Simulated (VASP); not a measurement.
# TaH (Cmmm) in VASP: single point with PBE

Aim: the single point of TaH with PBE.

Program: VASP 6.6.1. These are calculated values, not measurements. Logs are shortened: lines on timing, memory, paths and dates and some standing lists are left out, and cuts for length are marked.

## Step 1: The cell of the first run

Symmetry: Cmmm, No. 65, orthorhombic system. Conventional cell: a = 2.803 Å, b = 5.601 Å, c = 2.873 Å, α = 90.00°, β = 90.00°, γ = 90.00°. Ta (site symmetry mmm) has 4 H at 2.01 Å within 2.7 Å. H (site symmetry mmm) has 4 Ta at 2.01 Å within 2.7 Å.

## Step 2: Single point, PBE

File INCAR:

```
SYSTEM = TaH
PREC = Accurate ; ENCUT = 500
EDIFF = 1E-6 ; ISMEAR = 0
SIGMA = 0.2 ; LREAL = .FALSE.
LASPH = .TRUE. ; NELM = 120
ALGO = Normal ; ISIF = 2
LWAVE = .FALSE. ; LCHARG = .FALSE.
GGA = PE ; NBANDS = 13
GGA_COMPAT = .FALSE.
```

File KPOINTS:

```
Automatic mesh
0
G
  7 7 5
  0 0 0
```

File POSCAR:

```
TaH
1.0
    1.4014998325     -2.8004446244      0.0000000000
    1.4014998325      2.8004446244      0.0000000000
    0.0000000000      0.0000000000      2.8728837294
Ta H
1 1
Direct
    0.5000000000      0.5000000000      0.0000000000
    0.0000000000      0.0000000000      0.5000000000
```

Potentials or basis: VASP PAW PBE potentials, release 64 (Ta_pv, H).

On the command line:

```
cat potpaw_PBE.64/Ta_pv/POTCAR potpaw_PBE.64/H/POTCAR > POTCAR
mpirun -np 1 vasp_std > vasp.out
```

OUTCAR:

```text
SYSTEM = TaH
   PREC = Accurate
   ENCUT = 500
   EDIFF = 1E-6
   ISMEAR = 0
   LREAL = .FALSE.
   LASPH = .TRUE.
   NELM = 120
   ISIF = 2
   GGA = PE

 ion  position               nearest neighbor table
   1  0.500  0.500  0.000-   2 2.01   2 2.01   2 2.01   2 2.01
   2  0.000  0.000  0.500-   1 2.01   1 2.01   1 2.01   1 2.01

  LATTYP: Found a base centered orthorhombic cell.
 ALAT       =     2.8029996650
 B/A-ratio  =     1.9981769241
 C/A-ratio  =     1.0249318847

  Lattice vectors:

 A1 = (   1.4014998325,  -2.8004446244,   0.0000000000)
 A2 = (   1.4014998325,   2.8004446244,   0.0000000000)
 A3 = (   0.0000000000,   0.0000000000,   2.8728837294)

Analysis of symmetry for initial positions (statically):
=====================================================================
 Subroutine PRICEL returns:
 Original cell was already a primitive cell.

 Routine SETGRP: Setting up the symmetry group for a
 base centered orthorhombic supercell.

 Subroutine GETGRP returns: Found  8 space group operations
 (whereof  8 operations were pure point group operations)
 out of a pool of  8 trial point group operations.

The static configuration has the point symmetry D_2h.

Analysis of symmetry for dynamics (positions and initial velocities):
=====================================================================
 Subroutine PRICEL returns:
 Original cell was already a primitive cell.

 Routine SETGRP: Setting up the symmetry group for a
 base centered orthorhombic supercell.

 Subroutine GETGRP returns: Found  8 space group operations
 (whereof  8 operations were pure point group operations)
 out of a pool of  8 trial point group operations.

The dynamic configuration has the point symmetry D_2h.

 Subroutine INISYM returns: Found  8 space group operations
 (whereof  8 operations are pure point group operations),
 and found     1 'primitive' translations

----------------------------------------------------------------------------------------

                                     Primitive cell

  volume of cell :      22.5511

  direct lattice vectors                    reciprocal lattice vectors
     1.401499833 -2.800444624  0.000000000     0.356760656 -0.178543077  0.000000000
     1.401499833  2.800444624  0.000000000     0.356760656  0.178543077  0.000000000
     0.000000000  0.000000000  2.872883729     0.000000000  0.000000000  0.348082308

  length of vectors
     3.131563807  3.131563807  2.872883729     0.398943350  0.398943350  0.348082308

  position of ions in fractional coordinates (direct lattice)
     0.500000000  0.500000000  0.000000000
     0.000000000  0.000000000  0.500000000

  ion indices of the primitive-cell ions
   primitive index   ion index
                 1           1
                 2           2

----------------------------------------------------------------------------------------

 KPOINTS: Automatic mesh

Automatic generation of k-mesh.
 Grid dimensions read from file:
 generate k-points for:    7    7    5

 Generating k-lattice:

  Cartesian coordinates                     Fractional coordinates (reciprocal lattice)
     0.050965808 -0.025506154  0.000000000     0.142857143  0.000000000  0.000000000
     0.050965808  0.025506154  0.000000000     0.000000000  0.142857143  0.000000000
     0.000000000  0.000000000  0.069616462     0.000000000  0.000000000  0.200000000

  Length of vectors
     0.056991907  0.056991907  0.069616462

  Shift w.r.t. Gamma in fractional coordinates (k-lattice)
     0.000000000  0.000000000  0.000000000

 Subroutine IBZKPT returns following result:
 ===========================================

 Found     48 irreducible k-points:

 Following reciprocal coordinates:
            Coordinates               Weight
  0.000000  0.000000  0.000000      1.000000
  0.142857  0.000000  0.000000      4.000000
  0.285714  0.000000  0.000000      4.000000
  0.428571  0.000000  0.000000      4.000000
  0.142857  0.142857  0.000000      2.000000
  0.285714  0.142857  0.000000      4.000000
[... 16 lines left out ...]
  0.428571  0.142857  0.200000      8.000000
 -0.428571  0.142857  0.200000      8.000000
 [... further k-points ...]
   k-points           NKPTS =     48   k-points in BZ     NKDIM =     48   number of bands    NBANDS=     13
   number of dos      NEDOS =    301   number of ions     NIONS =      2
   total plane-waves  NPLWV =  13824
   dimension x,y,z NGX =    24 NGY =   24 NGZ =   24
   dimension x,y,z NGXF=    48 NGYF=   48 NGZF=   48
   ions per type =               1   1
   NGX,Y,Z   is equivalent  to a cutoff of  12.74, 12.74, 13.89 a.u.
   NGXF,Y,Z  is equivalent  to a cutoff of  25.48, 25.48, 27.78 a.u.
 SYSTEM =  TaH
   PREC   = accura    normal or accurate (medium, high low for compatibility)
   ISTART =      0    job   : 0-new  1-cont  2-samecut
   ICHARG =      2    charge: 1-file 2-atom 10-const
   ISPIN  =      1    spin polarized calculation?
   LNONCOLLINEAR =      F non collinear calculations
   LSORBIT =      F    spin-orbit coupling
   LASPH  =      T    aspherical Exc in radial PAW
   ENCUT  =  500.0 eV  36.75 Ry    6.06 a.u.   5.71  5.71  5.24*2*pi/ulx,y,z
   NELM   =    120;   NELMIN=  2; NELMDL= -5     # of ELM steps
   EDIFF  = 0.1E-05   stopping-criterion for ELM
   LREAL  =      F    real-space projection
   EDIFFG = 0.1E-04   stopping-criterion for IOM
   NSW    =      0    number of steps for IOM
   IBRION =     -1    ionic relax: 0-MD 1-quasi-New 2-CG
   NFREE  =      0    steps in history (QN), initial steepest desc. (CG)
   ISIF   =      2    stress and relaxation
   ISYM   =      2    0-nonsym 1-usesym 2-fastsym
   POTIM  = 0.5000    time-step for ionic-motion
   TEBEG  =    0.0;   TEEND  =   0.0 temperature during run
   PSTRESS=    0.0 pullay stress
   NELECT =      12.0000    total number of electrons
   NUPDOWN=      -1.0000    fix difference up-down
   EMIN   =  10.00;   EMAX   =-10.00  energy-range for DOS
   EFERMI =   0.00;   METHOD = LEGACY
   ISMEAR =     0;   SIGMA  =   0.20  broadening in eV -4-tet -1-fermi 0-gaus
   EFERMI_NEDOS =   21; number of points for ismear=-14 and -15
   IALGO  =     38    algorithm
   IMIX   =      4    mixing-type and parameters
     AMIX     =   0.40;   BMIX     =  1.00
     AMIX_MAG =   1.60;   BMIX_MAG =  1.00
  volume/ion in A,a.u.               =      11.28        76.09
  Fermi-wavevector in a.u.,A,eV,Ry     =   1.326618  2.506945 23.945101  1.759915
  Thomas-Fermi vector in A             =   2.455991
   LORBIT       =      0    0 simple, 1 ext, 2 COOP (PROOUT), +10 PAW based schemes
   GGA     = PE    functional components
   LHFCALC =     F    Hartree Fock is set to
   AEXX    =    0.0000 exact exchange contribution
   IVDW    =     0    specifies the selected vdW correction
   LEPSILON=     F    determine dielectric tensor
   LRPA    =     F    only Hartree local field effects (RPA)
 non-spin polarized calculation
 Gauss-broadening in eV      SIGMA  =   0.20
  energy-cutoff  :      500.00
  volume of cell :       22.55
 maximum number of plane-waves:       593
   NGX = 11   NGY = 11   NGZ = 11

 number of electron      12.0000000 magnetization

 Free energy of the ion-electron system (eV)
  ---------------------------------------------------
  ext. energy  EPLUGINS =         0.00000000
  ---------------------------------------------------
  free energy    TOTEN  =       -14.59725767 eV

  energy without entropy =      -14.58025985  energy(sigma->0) =      -14.58875876

 E-fermi :   5.2443     XC(G=0): -11.8851

 val. band max:        5.2085974392   @ k =   0.2857   0.1429   0.2000
 cond. band min:       5.3049575755   @ k =   0.2857   0.1429   0.4000
 fundamental gap:      0.0963601363
 Fermi energy:         5.2443454516

 k-point     1 :       0.0000    0.0000    0.0000
  band No.  band energies     occupation
      1     -29.1165      2.00000
      2     -29.0281      2.00000
      3     -28.8477      2.00000
      4      -5.2731      2.00000
      5       1.8596      2.00000
      6       3.3104      2.00000
      7       6.8679      0.00000
      8       9.6223      0.00000
      9      10.1269      0.00000
     10      15.4861      0.00000
     11      16.2990      0.00000
     12      16.3097      0.00000
     13      18.9906      0.00000

 k-point     2 :       0.1429    0.0000    0.0000
  band No.  band energies     occupation
      1     -29.1561      2.00000
      2     -29.0501      2.00000
      3     -29.0051      2.00000
      4      -4.5950      2.00000
      5       2.2673      2.00000
      6       3.6486      2.00000
      7       6.0557      0.00000
      8       8.8267      0.00000
      9       9.5401      0.00000
     10      14.0826      0.00000
     11      17.0002      0.00000
     12      18.1918      0.00000
     13      18.9899      0.00000

 k-point     3 :       0.2857    0.0000    0.0000
  band No.  band energies     occupation
      1     -29.5403      2.00000
      2     -29.1847      2.00000
      3     -28.9531      2.00000
      4      -2.8277      2.00000
      5       2.4450      2.00000
      6       3.6605      2.00000
      7       6.5821      0.00000
      8       7.0579      0.00000
      9       9.2513      0.00000
     10      11.9178      0.00000
     11      16.1473      0.00000
     12      18.9922      0.00000
     13      19.9470      0.00000
[... 305 lines left out ...]
 k-point    23 :       0.4286    0.1429    0.2000
  band No.  band energies     occupation
      1     -29.8385      2.00000
      2     -29.2642      2.00000
      3     -29.1756      2.00000
      4      -1.0970      2.00000
      5       1.9087      2.00000
      6       4.2833      2.00000
      7       6.5269      0.00000
      8       6.9943      0.00000
      9       9.9779      0.00000
     10      13.4904      0.00000
     11      14.0738      0.00000
     12      17.6844      0.00000
     13      18.9953      0.00000

 k-point    24 :      -0.4286    0.1429    0.2000
  band No.  band energies     occupation
      1     -29.5512      2.00000
      2     -29.2671      2.00000
      3     -29.2169      2.00000
      4      -1.7976      2.00000
      5       2.3186      2.00000
      6       4.7190      1.99980
      7       5.9043      0.00000
      8       6.5191      0.00000
      9       9.5852      0.00000
     10      13.6569      0.00000
     11      14.6642      0.00000
     12      17.2847      0.00000
     13      18.9964      0.00000

 [... further k-points ...]
[... 5 lines left out ...]
  --------------------------------------------------------------------------------------
  -------------------------------------------------------------------------------------
  Total        0.0277741     -0.0059750      0.0193320     -0.0000000      0.0000000      0.0000000
  in kB        1.9732519     -0.4245049      1.3734702     -0.0000000      0.0000000      0.0000000
  external PRESSURE =       0.9740724 kB  Pullay stress =       0.0000000 kB

 VOLUME and BASIS-vectors are now :
 -----------------------------------------------------------------------------
  energy-cutoff  :      500.00
  volume of cell :       22.55
      direct lattice vectors                 reciprocal lattice vectors
     1.401499833 -2.800444624  0.000000000     0.356760656 -0.178543077  0.000000000
     1.401499833  2.800444624  0.000000000     0.356760656  0.178543077  0.000000000
     0.000000000  0.000000000  2.872883729     0.000000000  0.000000000  0.348082308

 POSITION                                       TOTAL-FORCE (eV/Angst)
 -----------------------------------------------------------------------------------
      1.40150      0.00000      0.00000        -0.000000      0.000000      0.000000
      0.00000      0.00000      1.43644         0.000000     -0.000000      0.000000
 -----------------------------------------------------------------------------------
    total drift:                               -0.000000     -0.000000     -0.000000

  FREE ENERGIE OF THE ION-ELECTRON SYSTEM (eV)
  ---------------------------------------------------
  free  energy   TOTEN  =       -14.5972576668 eV

  energy  without entropy=      -14.5802598542  energy(sigma->0) =      -14.58875876
```

It took 22 s on 1 thread of AMD EPYC 7R43 (Zen 3), shared host; peak memory 0.11 GiB.

What came out:

- Free energy: -14.5973 eV
- Pressure: 0.1 GPa
- Band gap on the k mesh: zero (band 6 reaches 5.50 eV, above the bottom of band 7 at 4.83 eV)

Levels at points of the mesh, in eV from the Fermi level:
```tsv
k point	band 3	band 4	band 5	band 6	band 7	band 8	band 9	band 10
(0.00, 0.00, 0.00)	-34.09	-10.52	-3.38	-1.93	1.62	4.38	4.88	10.24
```

Caveat: the k points lie up to 0.44 Å⁻¹ apart; spin-orbit coupling is left out, which moves the levels of the heavy elements.
